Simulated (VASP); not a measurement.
Input of a VASP 6.6.1 run:

File INCAR:

```
PREC = Accurate
ENCUT = 550
EDIFF = 1E-6
ISMEAR = -1
SIGMA = 0.05
LREAL = False
LASPH = True
NELM = 120
ALGO = Normal
ISIF = 2
LWAVE = False
LCHARG = False
GGA = PS
NBANDS = 27
GGA_COMPAT = False
```

File KPOINTS:

```
Automatic mesh
0
Gamma
  17 17 9
```

Contents of POSCAR:

```
Hg
1.0
    2.5773879356      0.0000000000      0.0000000000
   -1.2886939678      2.2320834276      0.0000000000
    0.0000000000      0.0000000000      4.1943885066
Hg
2
Direct
    0.3333333333      0.6666666667      0.2500000000
    0.6666666667      0.3333333333      0.7500000000
```

Potentials or basis: VASP PAW PBE potentials, release 64 (Hg_sv_GW).

Launch:

```console
$ cat potpaw_PBE.64/Hg_sv_GW/POTCAR > POTCAR
$ mpirun -np 1 vasp_std > vasp.out
```

Problem. What does it give for the band gap on the k mesh?

Solution. Zero (bands 20 and 21 overlap by 1.31 eV).

Problem. Estimate the pressure.

Solution. 230.6 GPa.

Stress tensor (GPa, compression positive):
```
230.54   0.00   0.00
  0.00 230.54   0.00
  0.00   0.00 230.65
```

Caveat: the cell stands under pressure; the PAW data sets were made with another functional, which shifts forces and pressure a little; spin-orbit coupling is left out, which moves the levels of the heavy elements.
